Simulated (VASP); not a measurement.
Write the native input for VASP 6.6.1 that does the following.

| Quantity | Value |
| --- | --- |
| Task | single point |
| Functional | LDA |
| Potentials or basis | VASP PAW LDA potentials, release 64 (Ta_pv, N) |
| Cutoff | 520 eV |
| k mesh | 9 × 9 × 9 |
| Occupations | fermi-dirac, width 0.05 eV |
| Spin | no spin polarisation |
| Dipole correction | no |
| Further INCAR settings | ALGO = Normal; EDIFF = 1e-06; NBANDS = 15 |

The structure of TaN lies in POSCAR:

```
TaN
1.0
    0.0000000000      2.4911437700      2.4911437700
    2.4911437700      0.0000000000      2.4911437700
    2.4911437700      2.4911437700      0.0000000000
Ta N
1 1
Direct
    0.0000000000      0.0000000000      0.0000000000
    0.2500000000      0.2500000000      0.2500000000
```

One way to write it, as run:

INCAR

```
ALGO = Normal
EDIFF = 1E-6
ENCUT = 520
ISIF = 2
ISMEAR = -1
LASPH = True
LCHARG = False
LREAL = False
LWAVE = False
NBANDS = 15
NELM = 100
PREC = Accurate
SIGMA = 0.05
```

KPOINTS

```
k-points
0
Gamma
  9 9 9
```

Potentials or basis: VASP PAW LDA potentials, release 64 (Ta_pv, N).

The run is started by

```console
$ cat potpaw_LDA.64/Ta_pv/POTCAR potpaw_LDA.64/N/POTCAR > POTCAR
$ mpirun -np 1 vasp_std > vasp.out
```

Results of the run:

```
Pressure               : -33.8 GPa
Band gap on the k mesh : zero (band 8 reaches 5.78 eV, above the bottom of band 9 at 5.21 eV)
```

Caveat: spin-orbit coupling is left out, which moves the levels of the heavy elements.

Run time: 16 s on 1 thread of Intel Xeon 6975P-C (shared host), peak memory 0.15 GiB.
